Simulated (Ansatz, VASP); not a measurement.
**One calculation of Be, two programs**

```
Be
1.0
     2.25751    0.00000    0.00000
    -1.12875    1.95506    0.00000
     0.00000    0.00000    3.55123
Be
2
Direct
  0.00000 0.00000 0.00000
  0.33333 0.66667 0.50000
```

Alike in both runs: task single point; functional PBEsol; k mesh 41 × 41 × 23; no spin polarisation.

|  | VASP | Ansatz |
| --- | --- | --- |
| version | VASP 6.6.1 | Ansatz 0.2.0 |
| potentials or method | VASP PAW PBE potentials, release 64 (Be) | plane-wave PAW, scalar-relativistic |
| plane-wave cutoff (eV) | 520 | 420 |
| occupations | methfessel-paxton of order 1, width 0.1 eV | cold, width 0.1 eV |
| valence electrons in the cell | 4 | 4 |

Ansatz gave:

* pressure (GPa): 0.0
* traceless stress, the component that is largest in VASP (GPa): 0.25

Estimate VASP's values.

pressure (GPa): 0.4; traceless stress, the component that is largest in VASP (GPa): 0.33.

VASP's potentials were made for PBE, not for PBEsol, and Ansatz warns of the same on its side.
